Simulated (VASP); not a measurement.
# Al2O3: single point with PBEsol

The system is Al2O3.

```
CELL_PARAMETERS angstrom
2.97634 0.00000 0.00000
-1.48817 2.57759 0.00000
0.00000 0.00000 7.32385
ATOMIC_POSITIONS crystal
Al 0.00000 0.00000 0.72778
Al 0.00000 0.00000 0.27222
O 0.00000 0.00000 0.50000
O 0.66667 0.33333 0.80904
O 0.33333 0.66667 0.19096
```

```json
{
 "Program": "VASP 6.6.1",
 "Task": "single point",
 "Functional": "PBEsol",
 "Potentials or basis": "VASP PAW PBE potentials, release 64 (Al, O)",
 "Cutoff": "520 eV",
 "k mesh": "10 × 10 × 4",
 "Occupations": "fermi-dirac, width 0.05 eV",
 "Spin": "no spin polarisation",
 "Dipole correction": "no",
 "Further INCAR settings": "ALGO = Normal; EDIFF = 1e-06; NBANDS = 20"
}
```

```
Pressure               : 2.3 GPa
Largest force          : 0.092 eV/Å
Band gap on the k mesh : 2.40 eV, direct
```

Forces in eV/Å, atoms in the order of the input:
```
Al   0.000  0.000  0.092
Al   0.000  0.000 -0.092
O    0.000  0.000  0.000
O    0.000  0.000  0.001
O    0.000  0.000 -0.001
```

Stress tensor (GPa, compression positive):
```
2.14 0.00 0.00
0.00 2.14 0.00
0.00 0.00 2.70
```

Levels at points of the mesh, in eV from the valence-band top:
| k point | band 10 | band 11 | band 12 | band 13 | band 14 | band 15 |
| --- | --- | --- | --- | --- | --- | --- |
| (0.00, 0.00, 0.00) | -2.33 | 0.00 | 0.00 | 2.40 | 4.56 | 7.49 |
| (0.50, 0.00, 0.00) | -3.20 | -1.90 | -0.53 | 4.41 | 6.26 | 8.29 |
| (0.00, 0.00, 0.50) | -3.31 | 0.00 | 0.00 | 3.40 | 3.58 | 8.20 |
| (0.50, 0.00, 0.50) | -3.52 | -1.80 | -0.52 | 4.99 | 5.47 | 8.27 |

Wall time 36 s on 1 thread of Intel(R) Xeon(R) Platinum 8488C (Sapphire Rapids), with other jobs on the host, peak memory 0.19 GiB.

Caveat: the PAW data sets were made with another functional, which shifts forces and pressure a little. Expect the measured gap to be larger: semilocal functionals such as PBEsol lack the derivative discontinuity.
